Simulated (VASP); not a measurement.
# BN (Fmm2) in VASP: notebook

Aim: see how the results for BN move with the level of theory and the settings. Levels: PBE+D3(BJ), revPBE+D3(BJ). Tasks: single point.

Everything below comes from runs of VASP 6.6.1. Logs are shortened: lines on timing, memory, paths and dates and some standing lists are left out, and cuts for length are marked.

## 1. The cell of the first run

Symmetry: Fmm2, No. 42, orthorhombic system. Conventional cell: a = 2.508 Å, b = 6.679 Å, c = 4.338 Å, α = 90.00°, β = 90.00°, γ = 90.00°. Within 1.9 Å of B (site symmetry mm2) lie 3 N at 1.45 Å. Within 1.9 Å of N (site symmetry mm2) lie 3 B at 1.45 Å.

## 2. Single point, PBE+D3(BJ)

Input file INCAR:

```
SYSTEM = BN
PREC     = Accurate       ! precision mode
ENCUT    = 520            ! plane-wave cutoff, eV
EDIFF    = 1E-6           ! SCF threshold, eV
ISMEAR   = 0              ! smearing method
SIGMA    = 0.05           ! smearing width, eV
LREAL    = .False.        ! projectors in reciprocal space
LASPH    = .True.         ! aspherical terms in the spheres
NELM     = 80             ! most SCF steps
ALGO     = Normal         ! electronic algorithm
ISIF     = 2              ! what is computed and relaxed
LWAVE    = .False.        ! write WAVECAR
LCHARG   = .False.        ! write CHGCAR
GGA      = PE             ! functional
IVDW     = 12             ! dispersion correction
NBANDS   = 26             ! bands
```

Input file KPOINTS:

```
regular mesh
0
Gamma
  6 6 6
  0 0 0
```

Input file POSCAR:

```
BN
1.0
    0.0000000000      0.0000000000      4.3376638211
    2.5076849351      3.3394821895      2.1688319106
   -2.5076849351      3.3394821895      2.1688319106
B N
4 4
Direct
    0.5001068737      0.7500000000      0.2500000000
    0.5001068737      0.2500000000      0.7500000000
    0.0001068737      0.5000000000      0.5000000000
    0.0001068737      1.0000000000      0.0000000000
    0.1665931163      0.7500000000      0.2500000000
    0.1665931163      0.2500000000      0.7500000000
    0.6665931163      0.5000000000      0.5000000000
    0.6665931163      0.0000000000      0.0000000000
```

Potentials or basis: VASP PAW PBE potentials, release 64 (B, N).

The run is started by

```console
cat potpaw_PBE.64/B/POTCAR potpaw_PBE.64/N/POTCAR > POTCAR
mpirun -np 1 vasp_std > vasp.out
```

OUTCAR:

```text
SYSTEM = BN
   PREC = Accurate
   ENCUT = 520
   EDIFF = 1E-6
   ISMEAR = 0
   LREAL = .False.
   LASPH = .True.
   NELM = 80
   ISIF = 2
   GGA = PE
   IVDW = 12
 IVDW          = 12

 ion  position               nearest neighbor table
   1  0.500  0.750  0.250-   5 1.45   7 1.45   8 1.45
   2  0.500  0.250  0.750-   6 1.45   8 1.45   7 1.45
   3  0.000  0.500  0.500-   7 1.45   6 1.45   5 1.45
   4  0.000  0.000  0.000-   8 1.45   5 1.45   6 1.45
   5  0.167  0.750  0.250-   1 1.45   4 1.45   3 1.45
   6  0.167  0.250  0.750-   2 1.45   3 1.45   4 1.45
   7  0.667  0.500  0.500-   3 1.45   1 1.45   2 1.45
   8  0.667  0.000  0.000-   4 1.45   2 1.45   1 1.45

  LATTYP: Found a body centered orthorhombic cell.
 ALAT       =     4.3376638211
 B/A-ratio  =     1.1562375687
 C/A-ratio  =     1.5397607225

  Lattice vectors:

 A1 = (  -2.5076849351,  -3.3394821895,  -2.1688319106)
 A2 = (   2.5076849351,  -3.3394821895,   2.1688319105)
 A3 = (  -2.5076849351,   3.3394821895,   2.1688319106)

Analysis of symmetry for initial positions (statically):
=====================================================================
 Subroutine PRICEL returns following result:

  LATTYP: Found a face centered orthorhombic cell.
 ALAT       =     2.5076849351
 B/A-ratio  =     1.7297483270
 C/A-ratio  =     2.6633985336

  Lattice vectors:

 A1 = (   0.0000000000,   3.3394821895,   2.1688319106)
 A2 = (  -1.2538424675,   3.3394821895,   0.0000000000)
 A3 = (  -1.2538424675,   0.0000000000,   2.1688319105)

   4 primitive cells build up your supercell.

 Routine SETGRP: Setting up the symmetry group for a
 body centered orthorhombic supercell.

 Subroutine GETGRP returns: Found  4 space group operations
 (whereof  4 operations were pure point group operations)
 out of a pool of  8 trial point group operations.

The static configuration has the point symmetry C_2v.

Analysis of symmetry for dynamics (positions and initial velocities):
=====================================================================
 Subroutine PRICEL returns following result:

  LATTYP: Found a face centered orthorhombic cell.
 ALAT       =     2.5076849351
 B/A-ratio  =     1.7297483270
 C/A-ratio  =     2.6633985336

  Lattice vectors:

 A1 = (   0.0000000000,   3.3394821895,   2.1688319106)
 A2 = (  -1.2538424675,   3.3394821895,   0.0000000000)
 A3 = (  -1.2538424675,   0.0000000000,   2.1688319105)

   4 primitive cells build up your supercell.

 Routine SETGRP: Setting up the symmetry group for a
 body centered orthorhombic supercell.

 Subroutine GETGRP returns: Found  4 space group operations
 (whereof  4 operations were pure point group operations)
 out of a pool of  8 trial point group operations.

The dynamic configuration has the point symmetry C_2v.

 Subroutine INISYM returns: Found  4 space group operations
 (whereof  4 operations are pure point group operations),
 and found     4 'primitive' translations

----------------------------------------------------------------------------------------

                                     Primitive cell

  volume of cell :      18.1626

  direct lattice vectors                    reciprocal lattice vectors
     0.000000000  3.339482189  2.168831911     0.398774179  0.149723811  0.230538843
    -1.253842468  3.339482189  0.000000000    -0.398774179  0.149723811 -0.230538843
    -1.253842468  0.000000000  2.168831911    -0.398774179 -0.149723811  0.230538843

  length of vectors
     3.981955945  3.567108385  2.505185181     0.484341020  0.484341020  0.484341020

  position of ions in fractional coordinates (direct lattice)
     0.000106874  0.999893126  0.000106874
     0.666593116  0.333406884  0.666593116

  ion indices of the primitive-cell ions
   primitive index   ion index
                 1           1
                 2           5

----------------------------------------------------------------------------------------

 KPOINTS: regular mesh

Automatic generation of k-mesh.
 Grid dimensions read from file:
 generate k-points for:    6    6    6

 Generating k-lattice:

  Cartesian coordinates                     Fractional coordinates (reciprocal lattice)
     0.000000000 -0.024953968  0.038423141     0.166666667  0.000000000  0.000000000
     0.033231182  0.024953968  0.000000000     0.000000000  0.166666667 -0.000000000
    -0.033231182  0.024953968  0.000000000     0.000000000 -0.000000000  0.166666667

  Length of vectors
     0.045815262  0.041557334  0.041557334

  Shift w.r.t. Gamma in fractional coordinates (k-lattice)
     0.000000000  0.000000000  0.000000000

 Subroutine IBZKPT returns following result:
 ===========================================

 Found     46 irreducible k-points:

 Following reciprocal coordinates:
            Coordinates               Weight
  0.000000  0.000000  0.000000      1.000000
  0.166667  0.000000  0.000000      4.000000
  0.333333  0.000000  0.000000      4.000000
  0.500000  0.000000  0.000000      2.000000
  0.000000  0.166667  0.000000      4.000000
  0.166667  0.166667 -0.000000      4.000000
[... 16 lines left out ...]
  0.500000  0.166667  0.166667      4.000000
 -0.333333  0.166667  0.166667      4.000000
 [... further k-points ...]
   k-points           NKPTS =     46   k-points in BZ     NKDIM =     46   number of bands    NBANDS=     26
   number of dos      NEDOS =    301   number of ions     NIONS =      8
   total plane-waves  NPLWV =  41472
   dimension x,y,z NGX =    32 NGY =   36 NGZ =   36
   dimension x,y,z NGXF=    64 NGYF=   72 NGZF=   72
   ions per type =               4   4
   NGX,Y,Z   is equivalent  to a cutoff of  12.26, 12.72, 12.72 a.u.
   NGXF,Y,Z  is equivalent  to a cutoff of  24.53, 25.44, 25.44 a.u.
 SYSTEM =  BN
   PREC   = accura    normal or accurate (medium, high low for compatibility)
   ISTART =      0    job   : 0-new  1-cont  2-samecut
   ICHARG =      2    charge: 1-file 2-atom 10-const
   ISPIN  =      1    spin polarized calculation?
   LNONCOLLINEAR =      F non collinear calculations
   LSORBIT =      F    spin-orbit coupling
   LASPH  =      T    aspherical Exc in radial PAW
   ENCUT  =  520.0 eV  38.22 Ry    6.18 a.u.   8.07  8.75  8.75*2*pi/ulx,y,z
   NELM   =     80;   NELMIN=  2; NELMDL= -5     # of ELM steps
   EDIFF  = 0.1E-05   stopping-criterion for ELM
   LREAL  =      F    real-space projection
   EDIFFG = 0.1E-04   stopping-criterion for IOM
   NSW    =      0    number of steps for IOM
   IBRION =     -1    ionic relax: 0-MD 1-quasi-New 2-CG
   NFREE  =      0    steps in history (QN), initial steepest desc. (CG)
   ISIF   =      2    stress and relaxation
   ISYM   =      2    0-nonsym 1-usesym 2-fastsym
   POTIM  = 0.5000    time-step for ionic-motion
   TEBEG  =    0.0;   TEEND  =   0.0 temperature during run
   PSTRESS=    0.0 pullay stress
   NELECT =      32.0000    total number of electrons
   NUPDOWN=      -1.0000    fix difference up-down
   EMIN   =  10.00;   EMAX   =-10.00  energy-range for DOS
   EFERMI =   0.00;   METHOD = LEGACY
   ISMEAR =     0;   SIGMA  =   0.05  broadening in eV -4-tet -1-fermi 0-gaus
   EFERMI_NEDOS =   21; number of points for ismear=-14 and -15
   IALGO  =     38    algorithm
   IMIX   =      4    mixing-type and parameters
     AMIX     =   0.40;   BMIX     =  1.00
     AMIX_MAG =   1.60;   BMIX_MAG =  1.00
  volume/ion in A,a.u.               =       9.08        61.28
  Fermi-wavevector in a.u.,A,eV,Ry     =   1.245601  2.353844 21.109725  1.551521
  Thomas-Fermi vector in A             =   2.379816
   LORBIT       =      0    0 simple, 1 ext, 2 COOP (PROOUT), +10 PAW based schemes
   GGA     = PE    functional components
   LHFCALC =     F    Hartree Fock is set to
   AEXX    =    0.0000 exact exchange contribution
   IVDW    =    12    specifies the selected vdW correction
   LEPSILON=     F    determine dielectric tensor
   LRPA    =     F    only Hartree local field effects (RPA)
 non-spin polarized calculation
 Gauss-broadening in eV      SIGMA  =   0.05
  energy-cutoff  :      520.00
  volume of cell :       72.65
 maximum number of plane-waves:      1981
   NGX = 17   NGY = 17   NGZ = 17

 number of electron      31.9999997 magnetization

 Free energy of the ion-electron system (eV)
  ---------------------------------------------------
  ext. energy  EPLUGINS =         0.00000000
  ---------------------------------------------------
  free energy    TOTEN  =       -70.30271148 eV

  energy without entropy =      -70.30271148  energy(sigma->0) =      -70.30271148

 E-fermi :   2.5919     XC(G=0): -10.0340

 val. band max:        2.3798138460   @ k =   0.0000  -0.3333   0.1667
 cond. band min:       5.9894718900   @ k =   0.0000   0.0000   0.0000
 fundamental gap:      3.6096580441
 Fermi energy:         2.5919184432

 k-point     1 :       0.0000    0.0000    0.0000
  band No.  band energies     occupation
      1     -15.5644      2.00000
      2     -12.4089      2.00000
      3     -12.4089      2.00000
      4     -12.2586      2.00000
      5      -6.5147      2.00000
      6      -5.3642      2.00000
[... 18 lines left out ...]
     25      15.3742      0.00000
     26      15.3742      0.00000

 k-point     2 :       0.1667    0.0000    0.0000
  band No.  band energies     occupation
      1     -15.4110      2.00000
      2     -12.6264      2.00000
      3     -12.3942      2.00000
      4     -12.3942      2.00000
      5      -5.9536      2.00000
      6      -5.8380      2.00000
[... 18 lines left out ...]
     25      14.4595      0.00000
     26      14.9240      0.00000

 k-point     3 :       0.3333    0.0000    0.0000
  band No.  band energies     occupation
      1     -14.9653      2.00000
      2     -13.4282      2.00000
      3     -12.3635      2.00000
      4     -12.3635      2.00000
      5      -6.4286      2.00000
      6      -6.4286      2.00000
[... 18 lines left out ...]
     25      14.1857      0.00000
     26      15.6528      0.00000

 k-point     4 :       0.5000    0.0000    0.0000
  band No.  band energies     occupation
      1     -14.2731      2.00000
      2     -14.2731      2.00000
      3     -12.3476      2.00000
      4     -12.3476      2.00000
      5      -6.6549      2.00000
      6      -6.6549      2.00000
[... 18 lines left out ...]
     25      14.2980      0.00000
     26      14.2980      0.00000
[... 496 lines left out ...]
      1     -15.0282      2.00000
      2     -13.3739      2.00000
      3     -12.3479      2.00000
      4     -12.3479      2.00000
      5      -6.4319      2.00000
      6      -6.4319      2.00000
[... 18 lines left out ...]
     25      13.7683      0.00000
     26      16.0783      0.00000

 k-point    23 :       0.5000    0.1667    0.1667
  band No.  band energies     occupation
      1     -14.3753      2.00000
      2     -14.1663      2.00000
      3     -12.3481      2.00000
      4     -12.3481      2.00000
      5      -6.6500      2.00000
      6      -6.6500      2.00000
[... 18 lines left out ...]
     25      13.5986      0.00000
     26      15.4994      0.00000

 k-point    24 :      -0.3333    0.1667    0.1667
  band No.  band energies     occupation
      1     -14.8339      2.00000
      2     -13.5335      2.00000
      3     -12.3952      2.00000
      4     -12.3952      2.00000
      5      -6.4127      2.00000
      6      -6.4127      2.00000
[... 18 lines left out ...]
     25      14.0000      0.00000
     26      15.0833      0.00000

 [... further k-points ...]

------------------------ aborting loop because EDIFF is reached ----------------------------------------

 Edisp (eV)   -1.11984

 E8    (eV) :    -0.3279

  FORCE on cell =-STRESS in cart. coord.  units (eV):
  Direction    XX          YY          ZZ          XY          YZ          ZX
  --------------------------------------------------------------------------------------
  -------------------------------------------------------------------------------------
  Total       0.07812    -0.06311     0.07858     0.00000    -0.00000     0.00000
  in kB       1.72273    -1.39179     1.73297     0.00000    -0.00000     0.00000
  external pressure =        0.69 kB  Pullay stress =        0.00 kB

 VOLUME and BASIS-vectors are now :
 -----------------------------------------------------------------------------
  energy-cutoff  :      520.00
  volume of cell :       72.65
      direct lattice vectors                 reciprocal lattice vectors
     0.000000000  0.000000000  4.337663821     0.000000000 -0.149723811  0.230538843
     2.507684935  3.339482189  2.168831911     0.199387089  0.149723811  0.000000000
    -2.507684935  3.339482189  2.168831911    -0.199387089  0.149723811  0.000000000

 POSITION                                       TOTAL-FORCE (eV/Angst)
 -----------------------------------------------------------------------------------
      1.25384      3.33948      4.33813         0.000000      0.000000      0.000376
     -1.25384      3.33948      4.33813         0.000000     -0.000000      0.000376
      0.00000      3.33948      2.16930         0.000000     -0.000000      0.000376
      0.00000      0.00000      0.00046         0.000000      0.000000      0.000376
      1.25384      3.33948      2.89146         0.000000      0.000000     -0.000376
     -1.25384      3.33948      2.89146         0.000000     -0.000000     -0.000376
      0.00000      3.33948      5.06029         0.000000     -0.000000     -0.000376
      0.00000      0.00000      2.89146         0.000000      0.000000     -0.000376
 -----------------------------------------------------------------------------------
    total drift:                               -0.000000     -0.000019     -0.000116

  FREE ENERGIE OF THE ION-ELECTRON SYSTEM (eV)
  ---------------------------------------------------
  free  energy   TOTEN  =       -71.4225531528 eV

  energy  without entropy=      -71.4225531527  energy(sigma->0) =      -71.42255315
```

It took 75 s on 1 thread of AMD EPYC 9R45 (Zen 5), shared host; peak memory 0.19 GiB.

What came out:

```yaml
Free_energy: -71.4226 eV
Pressure: 0.1 GPa
Band_gap_on_the_k_mesh: 3.61 eV
Dispersion_energy_per_atom: -0.140 eV
```

A k mesh can miss the band edges. Expect the measured gap to be larger: semilocal functionals such as PBE lack the derivative discontinuity.

## 3. Single point, PBE+D3(BJ)

This run uses another cell than the first one, of the same volume but with other edges.

Input file INCAR:

```
SYSTEM = BN
PREC = Accurate
ENCUT = 520
EDIFF = 1E-6
ISMEAR = 0
SIGMA = 0.05
LREAL = .FALSE.
LASPH = .TRUE.
NELM = 80
ALGO = Normal
ISIF = 2
LWAVE = .FALSE.
LCHARG = .FALSE.
GGA = PE
IVDW = 12
NBANDS = 26
ISYM = 0
```

Input file KPOINTS:

```
Automatic mesh
0
G
  7 9 3
  0 0 0
```

Input file POSCAR:

```
BN
1.0
    1.2538424667     -3.3394821656      0.0000000000
    2.5076849335      0.0000000000      0.0000000000
    0.0000000000      0.0000000000      8.6753276438
B N
4 4
Direct
    0.0000000000      0.0000000000      0.0000534369
    0.0000000000      0.5000000000      0.2500534369
    0.0000000000      0.0000000000      0.5000534369
    0.0000000000      0.5000000000      0.7500534369
    0.0000000000      0.0000000000      0.3332965581
    0.0000000000      0.5000000000      0.5832965581
    0.0000000000      0.0000000000      0.8332965581
    0.0000000000      0.5000000000      0.0832965581
```

Potentials or basis: VASP PAW PBE potentials, release 64 (B, N).

The run is started by

```console
cat potpaw_PBE.64/B/POTCAR potpaw_PBE.64/N/POTCAR > POTCAR
mpirun -np 1 vasp_std > vasp.out
```

Run time: 2.4 min. Hardware: 1 thread of AMD EPYC 7R13 (Zen 3), shared host; peak memory 0.25 GiB.

It converged, with:

```yaml
Free_energy: -71.4225 eV
Pressure: 0.1 GPa
Band_gap_on_the_k_mesh: 3.70 eV
Dispersion_energy_per_atom: -0.140 eV
```

Stress tensor (GPa, compression positive):
```
 0.17  0.00  0.00
 0.00 -0.14  0.00
 0.00  0.00  0.18
```

Levels at points of the mesh, in eV from the valence-band top:
| k point | band 12 | band 13 | band 14 | band 15 | band 16 | band 17 | band 18 | band 19 | band 20 | band 21 |
| --- | --- | --- | --- | --- | --- | --- | --- | --- | --- | --- |
| (0.00, 0.00, 0.00) | -2.83 | -2.83 | -1.47 | -1.47 | -0.42 | 5.05 | 5.95 | 6.89 | 6.89 | 9.33 |

A k mesh can miss the band edges. Expect the measured gap to be larger: semilocal functionals such as PBE lack the derivative discontinuity.

## 4. Single point, revPBE+D3(BJ), collinear spin, ferromagnetic start

This run uses another cell than the first one: it holds 2 atoms, not 8.

Input file INCAR:

```
PREC = Accurate ; ENCUT = 600
EDIFF = 1E-6 ; ISMEAR = 0
SIGMA = 0.02 ; LREAL = F
LASPH = T ; NELM = 200
ALGO = Normal ; ISIF = 2
LWAVE = F ; LCHARG = F
ISPIN = 2 ; MAGMOM = 3 1
LORBIT = 11 ; GGA = RE
IVDW = 12 ; NBANDS = 15
GGA_COMPAT = F
```

Input file KPOINTS:

```
Automatic mesh
0
Gamma
  12 12 12
```

Input file POSCAR:

```
BN
1.0
    0.0000000000      3.3394821957      2.1688319110
    1.2538424676      0.0000000000      2.1688319110
    1.2538424676      3.3394821957      0.0000000000
B N
1 1
Direct
    0.0001068736      0.0001068736      0.9998931264
    0.6665931164      0.6665931164      0.3334068836
```

The run is started by

```console
cat potpaw_PBE.64/B/POTCAR potpaw_PBE.64/N/POTCAR > POTCAR
mpirun -np 1 vasp_std > vasp.out
```

Wall time 3.3 min (1 thread of Intel Xeon 6975P-C, shared host); peak memory 0.27 GiB.

It converged, with:

| Property | Result |
| --- | --- |
| Free energy | -17.5279 eV |
| Pressure | 0.2 GPa |
| Band gap on the k mesh | 3.74 eV, indirect (least direct gap 4.59 eV) |
| Net moment | 0.00 μB per cell |
| Valence electrons inside the program's atomic spheres | B 2.17; N 4.02 |
| Dispersion energy per atom | -0.281 eV |

Stress tensor (GPa, compression positive):
```
 1.20  0.00  0.00
 0.00 -1.92  0.00
 0.00  0.00  1.20
```

Levels at points of the mesh, in eV from the valence-band top:
Spin up:
```csv
k point,band 2,band 3,band 4,band 5,band 6,band 7
"(0.00, 0.00, 0.00)",-4.24,-1.42,-1.42,5.28,11.48,11.58
"(0.50, 0.00, 0.00)",-9.00,-4.21,-1.02,4.65,9.80,13.73
"(0.50, 0.50, 0.00)",-9.13,-4.21,-0.39,6.02,9.40,12.57
"(0.50, 0.00, 0.50)",-6.25,-1.45,-1.41,10.22,11.42,11.51
"(0.00, 0.50, 0.50)",-8.87,-4.27,-1.59,3.74,9.80,15.02
```
Spin down:
```csv
k point,band 1,band 2,band 3,band 4,band 5,band 6,band 7,band 8
"(0.00, 0.00, 0.00)",-17.95,-4.24,-1.42,-1.42,5.28,11.48,11.58,13.08
"(0.50, 0.00, 0.00)",-14.74,-9.00,-4.21,-1.02,4.65,9.80,13.73,16.33
"(0.50, 0.50, 0.00)",-14.80,-9.13,-4.21,-0.39,6.02,9.40,12.57,14.15
"(0.50, 0.00, 0.50)",-17.68,-6.25,-1.45,-1.41,10.22,11.42,11.51,12.12
"(0.00, 0.50, 0.50)",-14.65,-8.87,-4.27,-1.59,3.74,9.80,15.02,18.98
```

Caveat: the PAW data sets were made with another functional, which shifts forces and pressure a little.

## 5. Overview

| level | spin | cell | k mesh | cutoff (eV) | smearing | gap on the mesh (eV) | pressure (GPa) |
| --- | --- | --- | --- | --- | --- | --- | --- |
| PBE+D3(BJ) | off | a = 4.338, b = 4.706, c = 4.706 Å, angles 64.4, 62.6, 62.6°, 8 atoms | 6 × 6 × 6 | 520 | gaussian 0.05 eV | 3.61 | 0.1 |
| PBE+D3(BJ) | off | a = 3.567, b = 2.508, c = 8.675 Å, angles 90.0, 90.0, 69.4°, 8 atoms | 7 × 9 × 3 | 520 | gaussian 0.05 eV | 3.70 | 0.1 |
| revPBE+D3(BJ) | collinear, ferromagnetic start | a = 3.982, b = 2.505, c = 3.567 Å, angles 79.9, 38.3, 61.9°, 2 atoms | 12 × 12 × 12 | 600 | gaussian 0.02 eV | 3.74 | 0.2 |

Alike in all rows: task single point; potentials or basis VASP PAW PBE potentials, release 64 (B, N).

Caveats: the PAW data sets were made with another functional, which shifts forces and pressure a little (some runs).

Absolute energies hang on the potentials; compare differences alone.
